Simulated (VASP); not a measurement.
Here is a VASP 6.6.1 calculation.

The input INCAR:

```
SYSTEM = Ca
PREC = Accurate ; ENCUT = 520
EDIFF = 1E-7 ; ISMEAR = -1
SIGMA = 0.1 ; LREAL = .False.
LASPH = .True. ; NELM = 60
ALGO = Normal ; ISIF = 2
LWAVE = .False. ; LCHARG = .False.
GGA = PS ; NBANDS = 28
```

KPOINTS

```
Automatic mesh
0
Gamma
  12 12 4
  0 0 0
```

Contents of POSCAR:

```
Ca
1.0
    3.8546254020      0.0000000000      0.0000000000
   -1.9273127010      3.3382035202      0.0000000000
    0.0000000000      0.0000000000     12.6556987747
Ca
4
Direct
    1.0000000000      0.0000000000      1.0000000000
    1.0000000000      0.0000000000      0.5000000000
    0.3333333333      0.6666666667      0.2500000000
    0.6666666667      0.3333333333      0.7500000000
```

Potentials or basis: VASP PAW PBE potentials, release 64 (Ca_sv).

Command:

```sh
$ cat potpaw_PBE.64/Ca_sv/POTCAR > POTCAR
$ mpirun -np 1 vasp_std > vasp.out
```

(1) Predict the band gap on the k mesh.

(2) What does it give for the pressure?

Answers

(1) zero (bands 20 and 21 overlap by 0.41 eV).

(2) 0.0 GPa.

Caveat: the PAW data sets were made with another functional, which shifts forces and pressure a little.
